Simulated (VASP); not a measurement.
# Na (Fm-3m) in VASP: further runs

The runs below take Na through relaxation of cell and atoms, with PBE.

Everything below comes from runs of VASP 6.6.1. Logs are shortened: lines on timing, memory, paths and dates and some standing lists are left out, and cuts for length are marked.

## (1) The cell of the first run

The structure is cubic, space group Fm-3m (No. 225). The conventional cell has a = 4.713 Å, b = 4.713 Å, c = 4.713 Å, α = 90.00°, β = 90.00°, γ = 90.00°. Na (site symmetry m-3m) has 12 Na at 3.33 Å within 4.4 Å.

This isn't the form of Na at room conditions, which is bcc.

## (2) Relaxation of cell and atoms, PBE, target pressure 5.1 GPa, at which the enthalpy is minimised

INCAR reads:

```
SYSTEM = Na
PREC = Accurate
ENCUT = 600
EDIFF = 1E-6
ISMEAR = -1
SIGMA = 0.1
LREAL = .FALSE.
LASPH = .TRUE.
NELM = 60
ALGO = Normal
ISIF = 3
LWAVE = .FALSE.
LCHARG = .FALSE.
GGA = PE
IBRION = 2
NSW = 60
EDIFFG = -0.005
PSTRESS = 51.0
```

KPOINTS reads:

```
regular mesh
0
G
  14 14 14
  0 0 0
```

POSCAR reads:

```
Na
1.0
    0.0000000000      2.3565486273      2.3565486273
    2.3565486273      0.0000000000      2.3565486273
    2.3565486273      2.3565486273      0.0000000000
Na
1
Direct
    0.0000000000      0.0000000000      0.0000000000
```

Potentials or basis: VASP PAW PBE potentials, release 64 (Na_pv).

Run with:

```bash
cat potpaw_PBE.64/Na_pv/POTCAR > POTCAR
mpirun -np 1 vasp_std > vasp.out
```

OUTCAR:

```text
SYSTEM = Na
   PREC = Accurate
   ENCUT = 600
   EDIFF = 1E-6
   ISMEAR = -1
   LREAL = .FALSE.
   LASPH = .TRUE.
   NELM = 60
   ISIF = 3
   GGA = PE
   IBRION = 2
   NSW = 60
   EDIFFG = -0.005
   PSTRESS = 51.0

 ion  position               nearest neighbor table
   1  0.000  0.000  0.000-

  LATTYP: Found a face centered cubic cell.
 ALAT       =     4.7130972546

  Lattice vectors:

 A1 = (   0.0000000000,   2.3565486273,   2.3565486273)
 A2 = (   2.3565486273,   0.0000000000,   2.3565486273)
 A3 = (   2.3565486273,   2.3565486273,   0.0000000000)

Analysis of symmetry for initial positions (statically):
=====================================================================
 Subroutine PRICEL returns:
 Original cell was already a primitive cell.

 Routine SETGRP: Setting up the symmetry group for a
 face centered cubic supercell.

 Subroutine GETGRP returns: Found 48 space group operations
 (whereof 48 operations were pure point group operations)
 out of a pool of 48 trial point group operations.

The static configuration has the point symmetry O_h .

Analysis of symmetry for dynamics (positions and initial velocities):
=====================================================================
 Subroutine PRICEL returns:
 Original cell was already a primitive cell.

 Routine SETGRP: Setting up the symmetry group for a
 face centered cubic supercell.

 Subroutine GETGRP returns: Found 48 space group operations
 (whereof 48 operations were pure point group operations)
 out of a pool of 48 trial point group operations.

The dynamic configuration has the point symmetry O_h .

 Subroutine INISYM returns: Found 48 space group operations
 (whereof 48 operations are pure point group operations),
 and found     1 'primitive' translations

----------------------------------------------------------------------------------------

                                     Primitive cell

  volume of cell :      26.1733

  direct lattice vectors                    reciprocal lattice vectors
     0.000000000  2.356548627  2.356548627    -0.212174701  0.212174701  0.212174701
     2.356548627  0.000000000  2.356548627     0.212174701 -0.212174701  0.212174701
     2.356548627  2.356548627  0.000000000     0.212174701  0.212174701 -0.212174701

  length of vectors
     3.332663029  3.332663029  3.332663029     0.367497362  0.367497362  0.367497362

  position of ions in fractional coordinates (direct lattice)
     0.000000000  0.000000000  0.000000000

  ion indices of the primitive-cell ions
   primitive index   ion index
                 1           1

----------------------------------------------------------------------------------------

 KPOINTS: regular mesh

Automatic generation of k-mesh.
 Grid dimensions read from file:
 generate k-points for:   14   14   14

 Generating k-lattice:

  Cartesian coordinates                     Fractional coordinates (reciprocal lattice)
    -0.015155336  0.015155336  0.015155336     0.071428571  0.000000000  0.000000000
     0.015155336 -0.015155336  0.015155336     0.000000000  0.071428571  0.000000000
     0.015155336  0.015155336 -0.015155336     0.000000000  0.000000000  0.071428571

  Length of vectors
     0.026249812  0.026249812  0.026249812

  Shift w.r.t. Gamma in fractional coordinates (k-lattice)
     0.000000000  0.000000000  0.000000000

 Subroutine IBZKPT returns following result:
 ===========================================

 Found    104 irreducible k-points:

 Following reciprocal coordinates:
            Coordinates               Weight
  0.000000  0.000000  0.000000      1.000000
  0.071429  0.000000  0.000000      8.000000
  0.142857  0.000000  0.000000      8.000000
  0.214286  0.000000  0.000000      8.000000
  0.285714  0.000000  0.000000      8.000000
  0.357143  0.000000  0.000000      8.000000
[... 16 lines left out ...]
  0.214286  0.142857  0.000000     24.000000
  0.285714  0.142857  0.000000     24.000000
 [... further k-points ...]
   k-points           NKPTS =    104   k-points in BZ     NKDIM =    104   number of bands    NBANDS=      7
   number of dos      NEDOS =    301   number of ions     NIONS =      1
   total plane-waves  NPLWV =  21952
   dimension x,y,z NGX =    28 NGY =   28 NGZ =   28
   dimension x,y,z NGXF=    56 NGYF=   56 NGZF=   56
   ions per type =               1
   NGX,Y,Z   is equivalent  to a cutoff of  13.97, 13.97, 13.97 a.u.
   NGXF,Y,Z  is equivalent  to a cutoff of  27.93, 27.93, 27.93 a.u.
 SYSTEM =  Na
   PREC   = accura    normal or accurate (medium, high low for compatibility)
   ISTART =      0    job   : 0-new  1-cont  2-samecut
   ICHARG =      2    charge: 1-file 2-atom 10-const
   ISPIN  =      1    spin polarized calculation?
   LNONCOLLINEAR =      F non collinear calculations
   LSORBIT =      F    spin-orbit coupling
   LASPH  =      T    aspherical Exc in radial PAW
   ENCUT  =  600.0 eV  44.10 Ry    6.64 a.u.   6.66  6.66  6.66*2*pi/ulx,y,z
   NELM   =     60;   NELMIN=  2; NELMDL= -5     # of ELM steps
   EDIFF  = 0.1E-05   stopping-criterion for ELM
   LREAL  =      F    real-space projection
   EDIFFG = -.5E-02   stopping-criterion for IOM
   NSW    =     60    number of steps for IOM
   IBRION =      2    ionic relax: 0-MD 1-quasi-New 2-CG
   NFREE  =      1    steps in history (QN), initial steepest desc. (CG)
   ISIF   =      3    stress and relaxation
   ISYM   =      2    0-nonsym 1-usesym 2-fastsym
   POTIM  = 0.5000    time-step for ionic-motion
   TEBEG  =    0.0;   TEEND  =   0.0 temperature during run
   PSTRESS=   51.0 pullay stress
   NELECT =       7.0000    total number of electrons
   NUPDOWN=      -1.0000    fix difference up-down
   EMIN   =  10.00;   EMAX   =-10.00  energy-range for DOS
   EFERMI =   0.00;   METHOD = LEGACY
   ISMEAR =    -1;   SIGMA  =   0.10  broadening in eV -4-tet -1-fermi 0-gaus
   EFERMI_NEDOS =   21; number of points for ismear=-14 and -15
   IALGO  =     38    algorithm
   IMIX   =      4    mixing-type and parameters
     AMIX     =   0.40;   BMIX     =  1.00
     AMIX_MAG =   1.60;   BMIX_MAG =  1.00
  volume/ion in A,a.u.               =      26.17       176.63
  Fermi-wavevector in a.u.,A,eV,Ry     =   1.054762  1.993211 15.136790  1.112523
  Thomas-Fermi vector in A             =   2.189934
   LORBIT       =      0    0 simple, 1 ext, 2 COOP (PROOUT), +10 PAW based schemes
   GGA     = PE    functional components
   LHFCALC =     F    Hartree Fock is set to
   AEXX    =    0.0000 exact exchange contribution
   IVDW    =     0    specifies the selected vdW correction
   LEPSILON=     F    determine dielectric tensor
   LRPA    =     F    only Hartree local field effects (RPA)
 conjugate gradient relaxation of ions
 non-spin polarized calculation
  energy-cutoff  :      600.00
  volume of cell :       26.17
 maximum number of plane-waves:       893
   NGX = 13   NGY = 13   NGZ = 13

--------------------------------------- Ionic step        1  -------------------------------------------

 number of electron       7.0000002 magnetization

 Free energy of the ion-electron system (eV)
  ---------------------------------------------------
  ext. energy  EPLUGINS =         0.00000000
  ---------------------------------------------------
  free energy    TOTEN  =        -1.18705923 eV

  energy without entropy =       -1.17525882  energy(sigma->0) =       -1.18115903

------------------------ aborting loop because EDIFF is reached ----------------------------------------

  FORCE on cell =-STRESS in cart. coord.  units (eV):
  Direction    XX          YY          ZZ          XY          YZ          ZX
  --------------------------------------------------------------------------------------
  -------------------------------------------------------------------------------------
  Total        0.8262628      0.8262628      0.8262628      0.0000000      0.0000000      0.0000000
  in kB       50.5789227     50.5789227     50.5789227      0.0000000      0.0000000      0.0000000
  external PRESSURE =      -0.4210773 kB  Pullay stress =      51.0000000 kB
[... 90 lines left out ...]
  FREE ENERGIE OF THE ION-ELECTRON SYSTEM (eV)
  ---------------------------------------------------
  free  energy   TOTEN  =        -1.1867505657 eV

  energy  without entropy=       -1.1749525204  energy(sigma->0) =       -1.18085154

  enthalpy is  TOTEN    =        -0.3539149867 eV   P V=        0.8328355790

[... ionic steps 4 to 17 ...]

--------------------------------------- Ionic step       18  -------------------------------------------

 number of electron       7.0000002 magnetization

------------------------ aborting loop because EDIFF is reached ----------------------------------------

  FORCE on cell =-STRESS in cart. coord.  units (eV):
  Direction    XX          YY          ZZ          XY          YZ          ZX
  --------------------------------------------------------------------------------------
  -------------------------------------------------------------------------------------
  Total        0.8386353      0.8386353      0.8386353      0.0000000      0.0000000     -0.0000000
  in kB       51.3362917     51.3362917     51.3362917      0.0000000      0.0000000     -0.0000000
  external PRESSURE =       0.3362917 kB  Pullay stress =      51.0000000 kB
[... 59 lines left out ...]
  enthalpy is  TOTEN    =        -0.3539172247 eV   P V=        0.8331415713

--------------------------------------- Ionic step       20  -------------------------------------------

 number of electron       7.0000002 magnetization

 Free energy of the ion-electron system (eV)
  ---------------------------------------------------
  ext. energy  EPLUGINS =         0.00000000
  ---------------------------------------------------
  free energy    TOTEN  =        -1.18759148 eV

  energy without entropy =       -1.17578668  energy(sigma->0) =       -1.18168908

 E-fermi :   1.5596     XC(G=0):  -7.4861

 val. band max:        1.4534016077   @ k =   0.5000   0.3571   0.1429
 cond. band min:       1.5819513110   @ k =   0.5000   0.2857   0.0714
 fundamental gap:      0.1285497034
 Fermi energy:         1.5596468879

 k-point     1 :       0.0000    0.0000    0.0000
  band No.  band energies     occupation
      1     -23.1806      2.00000
      2     -23.1806      2.00000
      3     -23.1806      2.00000
      4      -2.5436      2.00000
      5      14.9122      0.00000
      6      14.9122      0.00000
      7      14.9122      0.00000
[... 221 lines left out ...]
 k-point    24 :       0.2857    0.1429    0.0000
  band No.  band energies     occupation
      1     -23.2381      2.00000
      2     -23.1957      2.00000
      3     -23.1945      2.00000
      4      -0.9759      2.00000
      5       8.8908      0.00000
      6      12.2654      0.00000
      7      12.5115      0.00000

 [... further k-points ...]

------------------------ aborting loop because EDIFF is reached ----------------------------------------

  FORCE on cell =-STRESS in cart. coord.  units (eV):
  Direction    XX          YY          ZZ          XY          YZ          ZX
  --------------------------------------------------------------------------------------
  -------------------------------------------------------------------------------------
  Total        0.8352357      0.8352357      0.8352357     -0.0000000     -0.0000000     -0.0000000
  in kB       51.0956797     51.0956797     51.0956797     -0.0000000     -0.0000000     -0.0000000
  external PRESSURE =       0.0956797 kB  Pullay stress =      51.0000000 kB
[... 16 lines left out ...]
  FREE ENERGIE OF THE ION-ELECTRON SYSTEM (eV)
  ---------------------------------------------------
  free  energy   TOTEN  =        -1.1875914847 eV

  energy  without entropy=       -1.1757866788  energy(sigma->0) =       -1.18168908

  enthalpy is  TOTEN    =        -0.3539198636 eV   P V=        0.8336716211

 reached required accuracy - stopping structural energy minimisation
```

Run time: 2.4 min. Hardware: 1 thread of Intel Xeon 8259CL, shared host; peak memory 0.16 GiB.

Results:

| Item | Value |
| --- | --- |
| Free energy | -1.1876 eV |
| Relaxed volume | 26.19 Å³/atom |
| Relaxed cell | a = 3.333 Å, b = 3.333 Å, c = 3.333 Å, α = 60.00°, β = 60.00°, γ = 60.00° |
| Space group after relaxing (to 0.1 Å) | Fm-3m (No. 225) |
| Energy change on relaxing (the run minimises the enthalpy) | -0.5 meV/atom |
| Ionic steps | 20 |
| Pressure after relaxing | 5.1 GPa |
| Band gap on the k mesh | zero (an odd number of electrons rules out a gap without spin polarisation) |

The path:
```tsv
step	energy change (eV)	largest force (eV/Å)	pressure (GPa)	volume (Å³)
1	0.0000	0.0000	5.06	26.17
2	0.0008	0.0000	5.17	26.15
3	0.0003	0.0000	5.13	26.16
4	0.0002	0.0000	5.18	26.17
5	0.0001	0.0000	5.15	26.17
6	0.0000	0.0000	5.13	26.17
7	0.0000	0.0000	5.13	26.17
8	0.0000	0.0000	5.13	26.17
9	0.0000	0.0000	5.13	26.17
10	0.0000	0.0000	5.13	26.17
11	0.0000	0.0000	5.13	26.17
12	0.0000	0.0000	5.13	26.17
13	0.0000	0.0000	5.13	26.17
14	0.0000	0.0000	5.13	26.17
15	0.0000	0.0000	5.13	26.17
16	0.0000	0.0000	5.13	26.17
17	0.0000	0.0000	5.13	26.17
18	0.0000	0.0000	5.13	26.17
19	0.0000	0.0000	5.13	26.17
20	-0.0005	0.0000	5.11	26.19
```

Final structure:
```
CELL_PARAMETERS angstrom
0.00000 2.35705 2.35705
2.35705 0.00000 2.35705
2.35705 2.35705 0.00000
ATOMIC_POSITIONS crystal
Na 0.00000 0.00000 0.00000
```

Caveat: the cell is relaxed towards a set pressure, so the run minimises the enthalpy, not the energy.

## (3) Relaxation of cell and atoms, PBE, target pressure 5.1 GPa, at which the enthalpy is minimised

INCAR reads:

```
PREC = Accurate
ENCUT = 600
EDIFF = 1E-6
ISMEAR = -1
SIGMA = 0.1
LREAL = F
LASPH = T
NELM = 100
ALGO = Normal
ISIF = 3
LWAVE = F
LCHARG = F
GGA = PE
IBRION = 2
NSW = 32
EDIFFG = -0.005
PSTRESS = 51.0
```

KPOINTS reads:

```
Automatic mesh
0
Gamma
  14 14 14
```

POSCAR is that of step 2.

Potentials or basis: VASP PAW PBE potentials, release 64 (Na_pv).

Run with:

```bash
cat potpaw_PBE.64/Na_pv/POTCAR > POTCAR
mpirun -np 1 vasp_std > vasp.out
```

Wall time 2.5 min (1 thread of Intel Xeon 8259CL, shared host); peak memory 0.16 GiB.

Results (log left out):

```
Free energy                                                : -1.1876 eV
Relaxed volume                                             : 26.19 Å³/atom
Relaxed cell                                               : a = 3.333 Å, b = 3.333 Å, c = 3.333 Å, α = 60.00°, β = 60.00°, γ = 60.00°
Space group after relaxing (to 0.1 Å)                      : Fm-3m (No. 225)
Energy change on relaxing (the run minimises the enthalpy) : -0.5 meV/atom
Ionic steps                                                : 20
Pressure after relaxing                                    : 5.1 GPa
Band gap on the k mesh                                     : zero (an odd number of electrons rules out a gap without spin polarisation)
```

Step by step:
| step | energy change (eV) | largest force (eV/Å) | pressure (GPa) | volume (Å³) |
| --- | --- | --- | --- | --- |
| 1 | 0.0000 | 0.0000 | 5.06 | 26.17 |
| 2 | 0.0008 | 0.0000 | 5.17 | 26.15 |
| 3 | 0.0003 | 0.0000 | 5.13 | 26.16 |
| 4 | 0.0002 | 0.0000 | 5.18 | 26.17 |
| 5 | 0.0001 | 0.0000 | 5.15 | 26.17 |
| 6 | 0.0000 | 0.0000 | 5.13 | 26.17 |
| 7 | 0.0000 | 0.0000 | 5.13 | 26.17 |
| 8 | 0.0000 | 0.0000 | 5.13 | 26.17 |
| 9 | 0.0000 | 0.0000 | 5.13 | 26.17 |
| 10 | 0.0000 | 0.0000 | 5.13 | 26.17 |
| 11 | 0.0000 | 0.0000 | 5.13 | 26.17 |
| 12 | 0.0000 | 0.0000 | 5.13 | 26.17 |
| 13 | 0.0000 | 0.0000 | 5.13 | 26.17 |
| 14 | 0.0000 | 0.0000 | 5.13 | 26.17 |
| 15 | 0.0000 | 0.0000 | 5.13 | 26.17 |
| 16 | 0.0000 | 0.0000 | 5.13 | 26.17 |
| 17 | 0.0000 | 0.0000 | 5.13 | 26.17 |
| 18 | 0.0000 | 0.0000 | 5.13 | 26.17 |
| 19 | 0.0000 | 0.0000 | 5.13 | 26.17 |
| 20 | -0.0005 | 0.0000 | 5.11 | 26.19 |

Final structure:
```yaml
crystal:
  lattice:
    - [0.00000, 2.35705, 2.35705]
    - [2.35705, 0.00000, 2.35705]
    - [2.35705, 2.35705, 0.00000]
  atoms:
    - { symbol: Na, position: [0.00000, 0.00000, 0.00000] }
```

Levels at points of the mesh, in eV from the Fermi level:
```
           k point  band 1  band 2  band 3  band 4  band 5  band 6  band 7
(0.00, 0.00, 0.00)  -24.74  -24.74  -24.74   -4.10   13.35   13.35   13.35
(0.50, 0.00, 0.00)  -24.86  -24.76  -24.75    0.59    1.33   12.13   12.13
(0.50, 0.50, 0.00)  -24.85  -24.78  -24.78    2.21    2.74    7.28    9.08
```

Caveat: the cell is relaxed towards a set pressure, so the run minimises the enthalpy, not the energy.
